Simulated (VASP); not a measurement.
A run of VASP 6.6.1 is set up as follows.

INCAR

```
PREC = Accurate
ENCUT = 520
EDIFF = 1E-6
ISMEAR = 0
SIGMA = 0.05
LREAL = False
LASPH = True
NELM = 80
ALGO = Normal
ISIF = 2
LWAVE = False
LCHARG = False
NBANDS = 11
```

File KPOINTS:

```
Automatic mesh
0
Gamma
  8 8 8
```

Contents of POSCAR:

```
MgS
1.0
    0.0000000000      2.8331200468      2.8756168475
    2.8331200468      0.0000000000      2.8756168475
    2.8331200468      2.8331200468      0.0000000000
Mg S
1 1
Direct
    0.0000000000      0.0000000000      0.0000000000
    0.7500000000      0.7500000000      0.7500000000
```

Potentials or basis: VASP PAW LDA potentials, release 64 (Mg, S).

Run with:

```bash
$ cat potpaw_LDA.64/Mg/POTCAR potpaw_LDA.64/S/POTCAR > POTCAR
$ mpirun -np 1 vasp_std > vasp.out
```

What does it give for the pressure?

-3.3 GPa.

Predict the band gap on the k mesh.

3.10 eV, direct.

Stress tensor (GPa, compression positive):
```
-3.17  0.00  0.00
 0.00 -3.17  0.00
 0.00  0.00 -3.53
```

Caveat: the cell differs from its parent crystal (strain +0.000 along x and y, +0.015 along z).
